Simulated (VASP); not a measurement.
# SnTe (F-43m) in VASP: notebook, part 2 of 2

VASP 6.6.1.

## 4. Single point, HSE06

This run uses another cell than the first one, of 44.27 Å³/atom.

The input, POSCAR:

```
SnTe
1.0
    0.0000000000      3.5374284581      3.5374284581
    3.5374284581      0.0000000000      3.5374284581
    3.5374284581      3.5374284581      0.0000000000
Te Sn
1 1
Direct
    0.2500000000      0.2500000000      0.2500000000
    0.0000000000      0.0000000000      0.0000000000
```

The input, INCAR.step1:

```
SYSTEM = SnTe
PREC     = Accurate       ! precision mode
ENCUT    = 520            ! plane-wave cutoff, eV
EDIFF    = 1E-5           ! SCF threshold, eV
ISMEAR   = -1             ! smearing method
SIGMA    = 0.05           ! smearing width, eV
LREAL    = .False.        ! projectors in reciprocal space
LASPH    = .True.         ! aspherical terms in the spheres
NELM     = 100            ! most SCF steps
ALGO     = Normal         ! electronic algorithm
ISIF     = 2              ! what is computed and relaxed
LWAVE    = .True.         ! write WAVECAR
LCHARG   = .False.        ! write CHGCAR
GGA      = PE             ! functional
NBANDS   = 17             ! bands
```

The input, INCAR.step2:

```
SYSTEM = SnTe
PREC     = Accurate       ! precision mode
ENCUT    = 520            ! plane-wave cutoff, eV
EDIFF    = 1E-7           ! SCF threshold, eV
ISMEAR   = -1             ! smearing method
SIGMA    = 0.05           ! smearing width, eV
LREAL    = .False.        ! projectors in reciprocal space
LASPH    = .True.         ! aspherical terms in the spheres
NELM     = 100            ! most SCF steps
ALGO     = Normal         ! electronic algorithm
ISIF     = 2              ! what is computed and relaxed
LWAVE    = .False.        ! write WAVECAR
LCHARG   = .False.        ! write CHGCAR
GGA      = PE             ! functional
LHFCALC  = .True.         ! exact exchange
HFSCREEN = 0.2079         ! screening, 1/A
PRECFOCK = Normal       
ISTART   = 1            
NBANDS   = 17             ! bands
```

The input, KPOINTS:

```
Automatic mesh
0
Gamma
  4 4 4
  0 0 0
```

Potentials or basis: VASP PAW PBE potentials, release 64 (Te, Sn_d).

On the command line:

```console
> cat potpaw_PBE.64/Te/POTCAR potpaw_PBE.64/Sn_d/POTCAR > POTCAR
> cp INCAR.step1 INCAR
> mpirun -np 1 vasp_std > vasp.out
> cp INCAR.step2 INCAR
> mpirun -np 1 vasp_std > vasp.out
```

OUTCAR:

```text
SYSTEM = SnTe
   PREC = Accurate
   ENCUT = 520
   EDIFF = 1E-7
   ISMEAR = -1
   LREAL = .False.
   LASPH = .True.
   NELM = 100
   ISIF = 2
   GGA = PE
   LHFCALC = .True.
   HFSCREEN = 0.2079
   PRECFOCK = Normal
   ISTART = 1

 ion  position               nearest neighbor table
   1  0.250  0.250  0.250-   2 3.06   2 3.06   2 3.06   2 3.06
   2  0.000  0.000  0.000-   1 3.06   1 3.06   1 3.06   1 3.06

  LATTYP: Found a face centered cubic cell.
 ALAT       =     7.0748569162

  Lattice vectors:
[... 336 lines left out ...]

------------------------ aborting loop because EDIFF is reached ----------------------------------------

  FORCE on cell =-STRESS in cart. coord.  units (eV):
  Direction    XX          YY          ZZ          XY          YZ          ZX
  --------------------------------------------------------------------------------------
  -------------------------------------------------------------------------------------
  Total        0.4139243      0.4139243      0.4139243      0.0000000      0.0000000     -0.0000000
  in kB        7.4909776      7.4909776      7.4909776      0.0000000      0.0000000     -0.0000000
  external PRESSURE =       7.4909776 kB  Pullay stress =       0.0000000 kB

 VOLUME and BASIS-vectors are now :
 -----------------------------------------------------------------------------
  energy-cutoff  :      520.00
  volume of cell :       88.53
      direct lattice vectors                 reciprocal lattice vectors
     0.000000000  3.537428458  3.537428458    -0.141345615  0.141345615  0.141345615
     3.537428458  0.000000000  3.537428458     0.141345615 -0.141345615  0.141345615
     3.537428458  3.537428458  0.000000000     0.141345615  0.141345615 -0.141345615

 POSITION                                       TOTAL-FORCE (eV/Angst)
 -----------------------------------------------------------------------------------
      1.76871      1.76871      1.76871        -0.000000      0.000000     -0.000000
      0.00000      0.00000      0.00000         0.000000     -0.000000      0.000000
 -----------------------------------------------------------------------------------
    total drift:                               -0.000001     -0.000000     -0.000001

  FREE ENERGIE OF THE ION-ELECTRON SYSTEM (eV)
  ---------------------------------------------------
  free  energy   TOTEN  =        -8.4409067050 eV

  energy  without entropy=       -8.4340750694  energy(sigma->0) =       -8.43749089
```

OUTCAR.step1:

```text
SYSTEM = SnTe
   PREC = Accurate
   ENCUT = 520
   EDIFF = 1E-5
   ISMEAR = -1
   LREAL = .False.
[... 363 lines left out ...]
      1.76871      1.76871      1.76871         0.000000     -0.000000      0.000000
      0.00000      0.00000      0.00000        -0.000000      0.000000     -0.000000
 -----------------------------------------------------------------------------------
    total drift:                               -0.000000     -0.000000     -0.000000

  FREE ENERGIE OF THE ION-ELECTRON SYSTEM (eV)
  ---------------------------------------------------
  free  energy   TOTEN  =        -7.0666103025 eV

  energy  without entropy=       -7.0570861072  energy(sigma->0) =       -7.06184820
```

OSZICAR.step1:

```text
N       E                     dE             d eps       ncg     rms          rms(c)
DAV:   1     0.129670849365E+03    0.12967E+03   -0.90331E+03   272   0.128E+03
DAV:   2     0.641113694336E+01   -0.12326E+03   -0.12054E+03   289   0.314E+02
DAV:   3    -0.676130290239E+01   -0.13172E+02   -0.13059E+02   366   0.945E+01
DAV:   4    -0.715773200468E+01   -0.39643E+00   -0.39619E+00   326   0.173E+01
DAV:   5    -0.717540403904E+01   -0.17672E-01   -0.17671E-01   375   0.350E+00    0.512E+00
DAV:   6    -0.706695474484E+01    0.10845E+00   -0.27650E-01   362   0.251E+00    0.359E+00
DAV:   7    -0.706581522562E+01    0.11395E-02   -0.46165E-02   290   0.892E-01    0.125E+00
DAV:   8    -0.706610469325E+01   -0.28947E-03   -0.44463E-03   327   0.460E-01    0.231E-01
DAV:   9    -0.706645113105E+01   -0.34644E-03   -0.82891E-04   289   0.178E-01    0.747E-02
DAV:  10    -0.706653886108E+01   -0.87730E-04   -0.89384E-05   319   0.484E-02    0.283E-02
DAV:  11    -0.706660747348E+01   -0.68612E-04   -0.96068E-05   283   0.408E-02    0.158E-02
DAV:  12    -0.706661030252E+01   -0.28290E-05   -0.32436E-06   250   0.120E-02
   1 F= -.70666103E+01 E0= -.70618482E+01  d E =-.952420E-02
```

Wall time 23 min (1 thread of Oxide Virtual Turin-like, shared host); peak memory 0.32 GiB.

What came out:

* Free energy: -8.4409 eV
* Pressure: 0.7 GPa
* Band gap on the k mesh: 0.13 eV (least direct gap 1.04 eV)

Caveat: the PAW data sets were made with another functional, which shifts forces and pressure a little; spin-orbit coupling is left out, which moves the levels of the heavy elements. A k mesh can miss the band edges.

## 5. Single point, HSE06

This run uses another cell than the first one, of 45.21 Å³/atom.

The input, POSCAR:

```
SnTe
1.0
    0.0000000000      3.5623407469      3.5623407469
    3.5623407469      0.0000000000      3.5623407469
    3.5623407469      3.5623407469      0.0000000000
Te Sn
1 1
Direct
    0.2500000000      0.2500000000      0.2500000000
    0.0000000000      0.0000000000      0.0000000000
```

The input, INCAR.step1:

```
  PREC = Accurate
  ENCUT = 520
  EDIFF = 1E-5
  ISMEAR = -1
  SIGMA = 0.05
  LREAL = F
  LASPH = T
  NELM = 80
  ALGO = Normal
  ISIF = 2
  LWAVE = T
  LCHARG = F
  GGA = PE
  NBANDS = 17
```

The input, INCAR.step2:

```
  PREC = Accurate
  ENCUT = 520
  EDIFF = 1E-6
  ISMEAR = -1
  SIGMA = 0.05
  LREAL = F
  LASPH = T
  NELM = 80
  ALGO = Normal
  ISIF = 2
  LWAVE = F
  LCHARG = F
  GGA = PE
  LHFCALC = T
  HFSCREEN = 0.2079
  PRECFOCK = Normal
  ISTART = 1
  NBANDS = 17
```

The input, KPOINTS:

```
Automatic mesh
0
Gamma
  4 4 4
```

On the command line:

```console
> cat potpaw_PBE.64/Te/POTCAR potpaw_PBE.64/Sn_d/POTCAR > POTCAR
> cp INCAR.step1 INCAR
> mpirun -np 1 vasp_std > vasp.out
> cp INCAR.step2 INCAR
> mpirun -np 1 vasp_std > vasp.out
```

It took 19 min on 1 thread of Oxide Virtual Turin-like, shared host; peak memory 0.32 GiB.

It converged, with:

* Free energy: -8.4470 eV
* Pressure: 0.3 GPa
* Band gap on the k mesh: 0.22 eV (least direct gap 1.08 eV)

Levels at points of the mesh, in eV from the valence-band top:
| k point | band 7 | band 8 | band 9 | band 10 | band 11 | band 12 | band 13 | band 14 |
| --- | --- | --- | --- | --- | --- | --- | --- | --- |
| (0.00, 0.00, 0.00) | -5.58 | -2.45 | -2.45 | -2.45 | 1.25 | 1.25 | 1.25 | 4.42 |
| (0.50, 0.00, 0.00) | -7.97 | -3.06 | -3.06 | -2.36 | 2.13 | 2.13 | 4.02 | 6.01 |
| (0.50, 0.50, 0.00) | -8.40 | -3.82 | -3.82 | -0.86 | 0.22 | 4.60 | 4.60 | 5.91 |

Caveat: the PAW data sets were made with another functional, which shifts forces and pressure a little; spin-orbit coupling is left out, which moves the levels of the heavy elements. A k mesh can miss the band edges.

## 6. Single point, HSE06

This run uses another cell than the first one, of 46.15 Å³/atom.

The input, POSCAR:

```
SnTe
1.0
    0.0000000000      3.5869093905      3.5869093905
    3.5869093905      0.0000000000      3.5869093905
    3.5869093905      3.5869093905      0.0000000000
Te Sn
1 1
Direct
    0.2500000000      0.2500000000      0.2500000000
    0.0000000000      0.0000000000      0.0000000000
```

The input, INCAR.step1:

```
SYSTEM = SnTe
  ALGO = Normal
  EDIFF = 1E-5
  ENCUT = 520
  GGA = PE
  ISIF = 2
  ISMEAR = -1
  LASPH = .True.
  LCHARG = .False.
  LREAL = .False.
  LWAVE = .True.
  NBANDS = 17
  NELM = 60
  PREC = Accurate
  SIGMA = 0.05
```

The input, INCAR.step2:

```
SYSTEM = SnTe
  ALGO = Normal
  EDIFF = 1E-6
  ENCUT = 520
  GGA = PE
  HFSCREEN = 0.2079
  ISIF = 2
  ISMEAR = -1
  ISTART = 1
  LASPH = .True.
  LCHARG = .False.
  LHFCALC = .True.
  LREAL = .False.
  LWAVE = .False.
  NBANDS = 17
  NELM = 60
  PREC = Accurate
  PRECFOCK = Normal
  SIGMA = 0.05
```

The input, KPOINTS:

```
k-points
0
Gamma
  4 4 4
  0 0 0
```

Potentials or basis: VASP PAW PBE potentials, release 64 (Te, Sn_d).

On the command line:

```console
> cat potpaw_PBE.64/Te/POTCAR potpaw_PBE.64/Sn_d/POTCAR > POTCAR
> cp INCAR.step1 INCAR
> mpirun -np 1 vasp_std > vasp.out
> cp INCAR.step2 INCAR
> mpirun -np 1 vasp_std > vasp.out
```

OUTCAR:

```text
SYSTEM = SnTe
   EDIFF = 1E-6
   ENCUT = 520
   GGA = PE
   HFSCREEN = 0.2079
   ISIF = 2
   ISMEAR = -1
   ISTART = 1
   LASPH = .True.
   LHFCALC = .True.
   LREAL = .False.
   NELM = 60
   PREC = Accurate
   PRECFOCK = Normal

 ion  position               nearest neighbor table
   1  0.250  0.250  0.250-   2 3.11   2 3.11   2 3.11   2 3.11
   2  0.000  0.000  0.000-   1 3.11   1 3.11   1 3.11   1 3.11

  LATTYP: Found a face centered cubic cell.
 ALAT       =     7.1738187810

  Lattice vectors:

 A1 = (   0.0000000000,   3.5869093905,   3.5869093905)
 A2 = (   3.5869093905,   0.0000000000,   3.5869093905)
 A3 = (   3.5869093905,   3.5869093905,   0.0000000000)

Analysis of symmetry for initial positions (statically):
=====================================================================
 Subroutine PRICEL returns:
 Original cell was already a primitive cell.

 Routine SETGRP: Setting up the symmetry group for a
 face centered cubic supercell.

 Subroutine GETGRP returns: Found 24 space group operations
 (whereof 24 operations were pure point group operations)
[... 151 lines left out ...]
  free energy    TOTEN  =        -8.44719509 eV

  energy without entropy =       -8.44456802  energy(sigma->0) =       -8.44588156

 E-fermi :   3.3877     XC(G=0):  -6.3554

 val. band max:        3.2217444792   @ k =  -0.2500   0.5000   0.2500
 cond. band min:       3.5177266082   @ k =   0.5000   0.5000   0.0000
 fundamental gap:      0.2959821290
 Fermi energy:         3.3877162075

 k-point     1 :       0.0000    0.0000    0.0000
  band No.  band energies     occupation
      1     -20.9692      2.00000
      2     -20.9692      2.00000
      3     -20.9692      2.00000
      4     -20.9567      2.00000
      5     -20.9567      2.00000
      6      -9.7137      2.00000
[... 137 lines left out ...]
      4     -20.9573      2.00000
      5     -20.9563      2.00000
      6      -8.7972      2.00000
[... 9 lines left out ...]
     16      11.7203      0.00000
     17      11.7388      0.00000

------------------------ aborting loop because EDIFF is reached ----------------------------------------

  FORCE on cell =-STRESS in cart. coord.  units (eV):
  Direction    XX          YY          ZZ          XY          YZ          ZX
  --------------------------------------------------------------------------------------
  -------------------------------------------------------------------------------------
  Total       -0.1472688     -0.1472688     -0.1472688      0.0000000      0.0000000      0.0000000
  in kB       -2.5564079     -2.5564079     -2.5564079      0.0000000      0.0000000      0.0000000
  external PRESSURE =      -2.5564079 kB  Pullay stress =       0.0000000 kB

 VOLUME and BASIS-vectors are now :
 -----------------------------------------------------------------------------
  energy-cutoff  :      520.00
  volume of cell :       92.30
      direct lattice vectors                 reciprocal lattice vectors
     0.000000000  3.586909390  3.586909390    -0.139395771  0.139395771  0.139395771
     3.586909390  0.000000000  3.586909390     0.139395771 -0.139395771  0.139395771
     3.586909390  3.586909390  0.000000000     0.139395771  0.139395771 -0.139395771

 POSITION                                       TOTAL-FORCE (eV/Angst)
 -----------------------------------------------------------------------------------
      1.79345      1.79345      1.79345         0.000000      0.000000      0.000000
      0.00000      0.00000      0.00000        -0.000000     -0.000000     -0.000000
 -----------------------------------------------------------------------------------
    total drift:                                0.000002     -0.000006     -0.000003

  FREE ENERGIE OF THE ION-ELECTRON SYSTEM (eV)
  ---------------------------------------------------
  free  energy   TOTEN  =        -8.4471950946 eV

  energy  without entropy=       -8.4445680165  energy(sigma->0) =       -8.44588156
```

OUTCAR.step1:

```text
SYSTEM = SnTe
   EDIFF = 1E-5
   ENCUT = 520
   GGA = PE
   ISIF = 2
   ISMEAR = -1
   LASPH = .True.
[... 362 lines left out ...]
      1.79345      1.79345      1.79345        -0.000000     -0.000000     -0.000000
      0.00000      0.00000      0.00000         0.000000      0.000000      0.000000
 -----------------------------------------------------------------------------------
    total drift:                               -0.000000     -0.000000     -0.000000

  FREE ENERGIE OF THE ION-ELECTRON SYSTEM (eV)
  ---------------------------------------------------
  free  energy   TOTEN  =        -7.0795163190 eV

  energy  without entropy=       -7.0703774239  energy(sigma->0) =       -7.07494687
```

It took 18 min on 1 thread of Oxide Virtual Turin-like, shared host; peak memory 0.32 GiB.

Results:

| Quantity | Value |
| --- | --- |
| Free energy | -8.4472 eV |
| Pressure | -0.3 GPa |
| Band gap on the k mesh | 0.30 eV (least direct gap 1.12 eV) |

Caveat: the PAW data sets were made with another functional, which shifts forces and pressure a little; spin-orbit coupling is left out, which moves the levels of the heavy elements.

## 7. The runs side by side

| level | cell | screening parameter | gap on the mesh (eV) | pressure (GPa) |
| --- | --- | --- | --- | --- |
| PBE0 | a = 5.068 Å, angles 60.0°, 2 atoms | - | 0.91 | -0.2 |
| PBEsol-based global hybrid with 25 % exact exchange | a = 5.107 Å, angles 60.0°, 2 atoms | - | 0.93 | -1.7 |
| HSE06 | a = 5.003 Å, angles 60.0°, 2 atoms | 0.2079 1/Å | 0.13 | 0.7 |
| HSE06 | a = 5.038 Å, angles 60.0°, 2 atoms | 0.2079 1/Å | 0.22 | 0.3 |
| HSE06 | a = 5.073 Å, angles 60.0°, 2 atoms | 0.2079 1/Å | 0.30 | -0.3 |

Alike in all rows: task single point; potentials or basis VASP PAW PBE potentials, release 64 (Te, Sn_d); no spin polarisation; k mesh 4 × 4 × 4; cutoff (eV) 520; smearing fermi-dirac 0.05 eV.

Caveats: the PAW data sets were made with another functional, which shifts forces and pressure a little; spin-orbit coupling is left out, which moves the levels of the heavy elements.

Total energies depend on the potentials used, so only differences within one code and one set of settings carry meaning.
